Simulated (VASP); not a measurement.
Input of a VASP 6.6.1 run:

Contents of INCAR:

```
ALGO = Normal
EDIFF = 1E-6
ENCUT = 520
GGA = PE
ISIF = 2
ISMEAR = 0
LASPH = T
LCHARG = T
LELF = T
LREAL = F
LVHAR = T
LWAVE = F
NBANDS = 11
NELM = 80
PREC = Accurate
SIGMA = 0.01
```

The input KPOINTS:

```
k-points
0
Gamma
  6 6 6
```

The input POSCAR:

```
AlN
1.0
    0.0000000000      2.1848764830      2.1848764830
    2.1848764830      0.0000000000      2.1848764830
    2.1848764830      2.1848764830      0.0000000000
Al N
1 1
Direct
    0.0000000000      0.0000000000      0.0000000000
    0.7500000000      0.7500000000      0.7500000000
```

Potentials or basis: VASP PAW PBE potentials, release 64 (Al, N).

Launch:

```bash
$ cat potpaw_PBE.64/Al/POTCAR potpaw_PBE.64/N/POTCAR > POTCAR
$ mpirun -np 1 vasp_std > vasp.out
```

Question: Predict the pressure.

Answer: 4.3 GPa.

Question: What does it give for the band gap on the k mesh?

Answer: 3.32 eV, indirect (least direct gap 4.18 eV).

A k mesh can miss the band edges. PBE gaps usually lie below the measured ones, often by a third to a half.
